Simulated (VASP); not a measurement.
# ZnSe (sol) (F-43m) in VASP: notebook

The runs below take ZnSe (sol) through single point, relaxation of cell and atoms, with PBEsol.

All numbers are computed with VASP 6.6.1; they aren't measurements. Logs are shortened: lines on timing, memory, paths and dates and some standing lists are left out, and cuts for length are marked.

### 1 The cell of the first run

The structure is cubic, space group F-43m (No. 216). The conventional cell has a = 5.665 Å, b = 5.665 Å, c = 5.665 Å, α = 90.00°, β = 90.00°, γ = 90.00°. Within 3.2 Å of Zn (site symmetry -43m) lie 4 Se at 2.45 Å. Within 3.2 Å of Se (site symmetry -43m) lie 4 Zn at 2.45 Å.

### 2 Single point, PBEsol

The input, INCAR:

```
SYSTEM = ZnSe
ALGO = Normal
EDIFF = 1E-6
ENCUT = 520
GGA = PS
ISIF = 2
ISMEAR = 0
LASPH = .TRUE.
LCHARG = .FALSE.
LREAL = .FALSE.
LWAVE = .FALSE.
NBANDS = 16
NELM = 100
PREC = Accurate
SIGMA = 0.1
```

The input, KPOINTS:

```
k-points
0
G
  6 6 6
  0 0 0
```

The input, POSCAR:

```
ZnSe
1.0
    0.0000000000      2.8324425400      2.8324425400
    2.8324425400      0.0000000000      2.8324425400
    2.8324425400      2.8324425400      0.0000000000
Zn Se
1 1
Direct
    0.0000000000      0.0000000000      0.0000000000
    0.2500000000      0.2500000000      0.2500000000
```

Potentials or basis: VASP PAW PBE potentials, release 64 (Zn, Se).

Launch:

```bash
$ cat potpaw_PBE.64/Zn/POTCAR potpaw_PBE.64/Se/POTCAR > POTCAR
$ mpirun -np 1 vasp_std > vasp.out
```

OUTCAR:

```text
SYSTEM = ZnSe
   EDIFF = 1E-6
   ENCUT = 520
   GGA = PS
   ISIF = 2
   ISMEAR = 0
   LASPH = .TRUE.
   LREAL = .FALSE.
   NELM = 100
   PREC = Accurate

 ion  position               nearest neighbor table
   1  0.000  0.000  0.000-   2 2.45   2 2.45   2 2.45   2 2.45
   2  0.250  0.250  0.250-   1 2.45   1 2.45   1 2.45   1 2.45

  LATTYP: Found a face centered cubic cell.
 ALAT       =     5.6648850800

  Lattice vectors:

 A1 = (   0.0000000000,   2.8324425400,   2.8324425400)
 A2 = (   2.8324425400,   0.0000000000,   2.8324425400)
 A3 = (   2.8324425400,   2.8324425400,   0.0000000000)

Analysis of symmetry for initial positions (statically):
=====================================================================
 Subroutine PRICEL returns:
 Original cell was already a primitive cell.

 Routine SETGRP: Setting up the symmetry group for a
 face centered cubic supercell.

 Subroutine GETGRP returns: Found 24 space group operations
 (whereof 24 operations were pure point group operations)
 out of a pool of 48 trial point group operations.

The static configuration has the point symmetry T_d .

Analysis of symmetry for dynamics (positions and initial velocities):
=====================================================================
 Subroutine PRICEL returns:
 Original cell was already a primitive cell.

 Routine SETGRP: Setting up the symmetry group for a
 face centered cubic supercell.

 Subroutine GETGRP returns: Found 24 space group operations
 (whereof 24 operations were pure point group operations)
 out of a pool of 48 trial point group operations.

The dynamic configuration has the point symmetry T_d .

 Subroutine INISYM returns: Found 24 space group operations
 (whereof 24 operations are pure point group operations),
 and found     1 'primitive' translations

----------------------------------------------------------------------------------------

                                     Primitive cell

  volume of cell :      45.4478

  direct lattice vectors                    reciprocal lattice vectors
     0.000000000  2.832442540  2.832442540    -0.176526088  0.176526088  0.176526088
     2.832442540  0.000000000  2.832442540     0.176526088 -0.176526088  0.176526088
     2.832442540  2.832442540  0.000000000     0.176526088  0.176526088 -0.176526088

  length of vectors
     4.005678655  4.005678655  4.005678655     0.305752153  0.305752153  0.305752153

  position of ions in fractional coordinates (direct lattice)
     0.000000000  0.000000000  0.000000000
     0.250000000  0.250000000  0.250000000

  ion indices of the primitive-cell ions
   primitive index   ion index
                 1           1
                 2           2

----------------------------------------------------------------------------------------

 KPOINTS: k-points

Automatic generation of k-mesh.
 Grid dimensions read from file:
 generate k-points for:    6    6    6

 Generating k-lattice:

  Cartesian coordinates                     Fractional coordinates (reciprocal lattice)
    -0.029421015  0.029421015  0.029421015     0.166666667  0.000000000  0.000000000
     0.029421015 -0.029421015  0.029421015     0.000000000  0.166666667  0.000000000
     0.029421015  0.029421015 -0.029421015     0.000000000  0.000000000  0.166666667

  Length of vectors
     0.050958692  0.050958692  0.050958692

  Shift w.r.t. Gamma in fractional coordinates (k-lattice)
     0.000000000  0.000000000  0.000000000

 Subroutine IBZKPT returns following result:
 ===========================================

 Found     16 irreducible k-points:

 Following reciprocal coordinates:
            Coordinates               Weight
  0.000000  0.000000  0.000000      1.000000
  0.166667  0.000000  0.000000      8.000000
  0.333333  0.000000  0.000000      8.000000
  0.500000  0.000000  0.000000      4.000000
  0.166667  0.166667  0.000000      6.000000
  0.333333  0.166667  0.000000     24.000000
[... 8 lines left out ...]
 -0.333333  0.333333  0.166667     24.000000
 -0.333333  0.500000  0.166667     12.000000
   k-points           NKPTS =     16   k-points in BZ     NKDIM =     16   number of bands    NBANDS=     16
   number of dos      NEDOS =    301   number of ions     NIONS =      2
   total plane-waves  NPLWV =  27000
   dimension x,y,z NGX =    30 NGY =   30 NGZ =   30
   dimension x,y,z NGXF=    60 NGYF=   60 NGZF=   60
   ions per type =               1   1
   NGX,Y,Z   is equivalent  to a cutoff of  12.45, 12.45, 12.45 a.u.
   NGXF,Y,Z  is equivalent  to a cutoff of  24.90, 24.90, 24.90 a.u.
 SYSTEM =  ZnSe
   PREC   = accura    normal or accurate (medium, high low for compatibility)
   ISTART =      0    job   : 0-new  1-cont  2-samecut
   ICHARG =      2    charge: 1-file 2-atom 10-const
   ISPIN  =      1    spin polarized calculation?
   LNONCOLLINEAR =      F non collinear calculations
   LSORBIT =      F    spin-orbit coupling
   LASPH  =      T    aspherical Exc in radial PAW
   ENCUT  =  520.0 eV  38.22 Ry    6.18 a.u.   7.45  7.45  7.45*2*pi/ulx,y,z
   NELM   =    100;   NELMIN=  2; NELMDL= -5     # of ELM steps
   EDIFF  = 0.1E-05   stopping-criterion for ELM
   LREAL  =      F    real-space projection
   EDIFFG = 0.1E-04   stopping-criterion for IOM
   NSW    =      0    number of steps for IOM
   IBRION =     -1    ionic relax: 0-MD 1-quasi-New 2-CG
   NFREE  =      0    steps in history (QN), initial steepest desc. (CG)
   ISIF   =      2    stress and relaxation
   ISYM   =      2    0-nonsym 1-usesym 2-fastsym
   POTIM  = 0.5000    time-step for ionic-motion
   TEBEG  =    0.0;   TEEND  =   0.0 temperature during run
   PSTRESS=    0.0 pullay stress
   NELECT =      18.0000    total number of electrons
   NUPDOWN=      -1.0000    fix difference up-down
   EMIN   =  10.00;   EMAX   =-10.00  energy-range for DOS
   EFERMI =   0.00;   METHOD = LEGACY
   ISMEAR =     0;   SIGMA  =   0.10  broadening in eV -4-tet -1-fermi 0-gaus
   EFERMI_NEDOS =   21; number of points for ismear=-14 and -15
   IALGO  =     38    algorithm
   IMIX   =      4    mixing-type and parameters
     AMIX     =   0.40;   BMIX     =  1.00
     AMIX_MAG =   1.60;   BMIX_MAG =  1.00
  volume/ion in A,a.u.               =      22.72       153.35
  Fermi-wavevector in a.u.,A,eV,Ry     =   1.202249  2.271922 19.665909  1.445404
  Thomas-Fermi vector in A             =   2.338036
   LORBIT       =      0    0 simple, 1 ext, 2 COOP (PROOUT), +10 PAW based schemes
   GGA     = PS    functional components
   LHFCALC =     F    Hartree Fock is set to
   AEXX    =    0.0000 exact exchange contribution
   IVDW    =     0    specifies the selected vdW correction
   LEPSILON=     F    determine dielectric tensor
   LRPA    =     F    only Hartree local field effects (RPA)
 non-spin polarized calculation
 Gauss-broadening in eV      SIGMA  =   0.10
  energy-cutoff  :      520.00
  volume of cell :       45.45
 maximum number of plane-waves:      1243
 NGX is ok and might be reduce to    30
   NGX = 15   NGY = 15   NGZ = 15

 number of electron      18.0000011 magnetization

 Free energy of the ion-electron system (eV)
  ---------------------------------------------------
  ext. energy  EPLUGINS =         0.00000000
  ---------------------------------------------------
  free energy    TOTEN  =        -6.76617894 eV

  energy without entropy =       -6.76617894  energy(sigma->0) =       -6.76617894

 E-fermi :   1.9542     XC(G=0):  -9.5313

 val. band max:        1.5042494373   @ k =   0.0000   0.0000   0.0000
 cond. band min:       2.6787640742   @ k =   0.0000   0.0000   0.0000
 fundamental gap:      1.1745146369
 Fermi energy:         1.9541796572

 k-point     1 :       0.0000    0.0000    0.0000
  band No.  band energies     occupation
      1     -11.7906      2.00000
      2      -5.0604      2.00000
      3      -5.0604      2.00000
      4      -5.0604      2.00000
      5      -4.6879      2.00000
      6      -4.6879      2.00000
[... 8 lines left out ...]
     15      12.9328      0.00000
     16      12.9328      0.00000

 k-point     2 :       0.1667    0.0000    0.0000
  band No.  band energies     occupation
      1     -11.6140      2.00000
      2      -5.0463      2.00000
      3      -5.0336      2.00000
      4      -5.0336      2.00000
      5      -4.6897      2.00000
      6      -4.6897      2.00000
[... 8 lines left out ...]
     15      11.8884      0.00000
     16      12.3461      0.00000

 k-point     3 :       0.3333    0.0000    0.0000
  band No.  band energies     occupation
      1     -11.2171      2.00000
      2      -4.9887      2.00000
      3      -4.9887      2.00000
      4      -4.8962      2.00000
      5      -4.6815      2.00000
      6      -4.6815      2.00000
[... 8 lines left out ...]
     15      12.4826      0.00000
     16      12.4826      0.00000

 k-point     4 :       0.5000    0.0000    0.0000
  band No.  band energies     occupation
      1     -10.9900      2.00000
      2      -4.9725      2.00000
      3      -4.9725      2.00000
      4      -4.6693      2.00000
      5      -4.6693      2.00000
      6      -4.5290      2.00000
[... 8 lines left out ...]
     15      14.5553      0.00000
     16      14.5553      0.00000

 k-point     5 :       0.1667    0.1667    0.0000
  band No.  band energies     occupation
      1     -11.5549      2.00000
      2      -5.0749      2.00000
      3      -5.0079      2.00000
      4      -5.0079      2.00000
      5      -4.7067      2.00000
      6      -4.6756      2.00000
[... 8 lines left out ...]
     15      13.3257      0.00000
     16      13.3765      0.00000

 k-point     6 :       0.3333    0.1667    0.0000
  band No.  band energies     occupation
      1     -11.2277      2.00000
      2      -5.0304      2.00000
      3      -4.9545      2.00000
      4      -4.9349      2.00000
      5      -4.7001      2.00000
      6      -4.6654      2.00000
[... 8 lines left out ...]
     15      13.6560      0.00000
     16      13.9191      0.00000

 k-point     7 :       0.5000    0.1667    0.0000
  band No.  band energies     occupation
      1     -10.9287      2.00000
      2      -4.9724      2.00000
      3      -4.9319      2.00000
      4      -4.7431      2.00000
      5      -4.6657      2.00000
      6      -4.5516      2.00000
[... 8 lines left out ...]
     15      14.1579      0.00000
     16      14.6033      0.00000

 k-point     8 :      -0.3333    0.1667    0.0000
  band No.  band energies     occupation
      1     -11.0051      2.00000
      2      -4.9660      2.00000
      3      -4.9507      2.00000
      4      -4.7703      2.00000
      5      -4.6918      2.00000
      6      -4.6339      2.00000
[... 8 lines left out ...]
     15      13.0665      0.00000
     16      14.5509      0.00000

 k-point     9 :      -0.1667    0.1667    0.0000
  band No.  band energies     occupation
      1     -11.3606      2.00000
      2      -5.0062      2.00000
      3      -5.0009      2.00000
      4      -4.9829      2.00000
      5      -4.7034      2.00000
      6      -4.6720      2.00000
[... 8 lines left out ...]
     15      12.6292      0.00000
     16      14.0341      0.00000

 k-point    10 :       0.3333    0.3333    0.0000
  band No.  band energies     occupation
      1     -11.0235      2.00000
      2      -5.0621      2.00000
      3      -4.8821      2.00000
      4      -4.8821      2.00000
      5      -4.6877      2.00000
      6      -4.6511      2.00000
[... 8 lines left out ...]
     15      14.4334      0.00000
     16      16.6054      0.00000

 k-point    11 :       0.5000    0.3333    0.0000
  band No.  band energies     occupation
      1     -10.7934      2.00000
      2      -5.0012      2.00000
      3      -4.8470      2.00000
      4      -4.8132      2.00000
      5      -4.6523      2.00000
      6      -4.5348      2.00000
[... 8 lines left out ...]
     15      14.9548      0.00000
     16      15.7188      0.00000

 k-point    12 :      -0.3333    0.3333    0.0000
  band No.  band energies     occupation
      1     -10.7863      2.00000
      2      -4.9646      2.00000
      3      -4.8789      2.00000
      4      -4.7313      2.00000
      5      -4.6801      2.00000
      6      -4.4577      2.00000
[... 8 lines left out ...]
     15      12.5859      0.00000
     16      16.9572      0.00000

 k-point    13 :       0.5000    0.5000    0.0000
  band No.  band energies     occupation
      1     -10.7183      2.00000
      2      -5.0379      2.00000
      3      -4.8053      2.00000
      4      -4.8053      2.00000
      5      -4.6389      2.00000
      6      -4.5100      2.00000
[... 8 lines left out ...]
     15      15.4376      0.00000
     16      15.8782      0.00000

 k-point    14 :       0.5000    0.3333    0.1667
  band No.  band energies     occupation
      1     -10.9414      2.00000
      2      -4.9708      2.00000
      3      -4.9220      2.00000
      4      -4.8220      2.00000
      5      -4.6719      2.00000
      6      -4.6226      2.00000
[... 8 lines left out ...]
     15      14.2959      0.00000
     16      15.7573      0.00000

 k-point    15 :      -0.3333    0.3333    0.1667
  band No.  band energies     occupation
      1     -10.7863      2.00000
      2      -4.9495      2.00000
      3      -4.8923      2.00000
      4      -4.7250      2.00000
      5      -4.6948      2.00000
      6      -4.4432      2.00000
[... 8 lines left out ...]
     15      14.4593      0.00000
     16      15.4906      0.00000

 k-point    16 :      -0.3333    0.5000    0.1667
  band No.  band energies     occupation
      1     -10.7144      2.00000
      2      -4.9672      2.00000
      3      -4.8426      2.00000
      4      -4.7700      2.00000
      5      -4.6737      2.00000
      6      -4.4153      2.00000
[... 8 lines left out ...]
     15      15.2335      0.00000
     16      15.5675      0.00000

------------------------ aborting loop because EDIFF is reached ----------------------------------------

  FORCE on cell =-STRESS in cart. coord.  units (eV):
  Direction    XX          YY          ZZ          XY          YZ          ZX
  --------------------------------------------------------------------------------------
  -------------------------------------------------------------------------------------
  Total       -0.2181768     -0.2181768     -0.2181768      0.0000000      0.0000000     -0.0000000
  in kB       -7.6914075     -7.6914075     -7.6914075      0.0000000      0.0000000     -0.0000000
  external PRESSURE =      -7.6914075 kB  Pullay stress =       0.0000000 kB

 VOLUME and BASIS-vectors are now :
 -----------------------------------------------------------------------------
  energy-cutoff  :      520.00
  volume of cell :       45.45
      direct lattice vectors                 reciprocal lattice vectors
     0.000000000  2.832442540  2.832442540    -0.176526088  0.176526088  0.176526088
     2.832442540  0.000000000  2.832442540     0.176526088 -0.176526088  0.176526088
     2.832442540  2.832442540  0.000000000     0.176526088  0.176526088 -0.176526088

 POSITION                                       TOTAL-FORCE (eV/Angst)
 -----------------------------------------------------------------------------------
      0.00000      0.00000      0.00000         0.000000      0.000000      0.000000
      1.41622      1.41622      1.41622        -0.000000     -0.000000     -0.000000
 -----------------------------------------------------------------------------------
    total drift:                                0.000000      0.000000     -0.000000

  FREE ENERGIE OF THE ION-ELECTRON SYSTEM (eV)
  ---------------------------------------------------
  free  energy   TOTEN  =        -6.7661789378 eV

  energy  without entropy=       -6.7661789378  energy(sigma->0) =       -6.76617894
```

Wall time 26 s (1 thread of Intel Xeon Platinum 8488C (Sapphire Rapids), shared host); peak memory 0.17 GiB.

What came out:

```yaml
Free_energy: -6.7662 eV
Pressure: -0.8 GPa
Band_gap_on_the_k_mesh: 1.17 eV, direct
```

Caveat: the PAW data sets were made with another functional, which shifts forces and pressure a little.

[end of part 1 of 2]
